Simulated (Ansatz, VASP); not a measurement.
## One calculation of SrO, two programs

```
Sr O
1.0
     0.00000    2.56630    2.56630
     2.56630    0.00000    2.56630
     2.56630    2.56630    0.00000
Sr O
1 1
Direct
  0.50000 0.50000 0.50000
  0.00000 0.00000 0.00000
```

Alike in both runs: functional HF; k mesh 5 × 5 × 5; occupations fermi-dirac, width 0.05 eV; no spin polarisation.

|  | VASP | Ansatz |
| --- | --- | --- |
| version | VASP 6.6.1 | Ansatz 0.2.0 |
| potentials or method | VASP PAW PBE potentials, release 64 (Sr_sv, O) | Ansatz PAW |
| plane-wave cutoff (eV) | 520 | 420 |
| valence electrons in the cell | 16 | 16 |
| task | single point | band structure |

Ansatz gave:

- gap on the k mesh at the Fermi level (eV): 13.10
- least direct gap on the mesh (eV): 13.20
- pressure (GPa): 5.4

Task: Which values does VASP return?

Result: gap on the k mesh at the Fermi level (eV): 13.09; least direct gap on the mesh (eV): 13.21; pressure (GPa): 5.5.

VASP's potentials were made for PBE, not for HF.

The k mesh is coarse, so the values compare programs but aren't converged. Noted on Ansatz's run: the k mesh misses the band edges, so the gap on the mesh is wider than the one along the path.
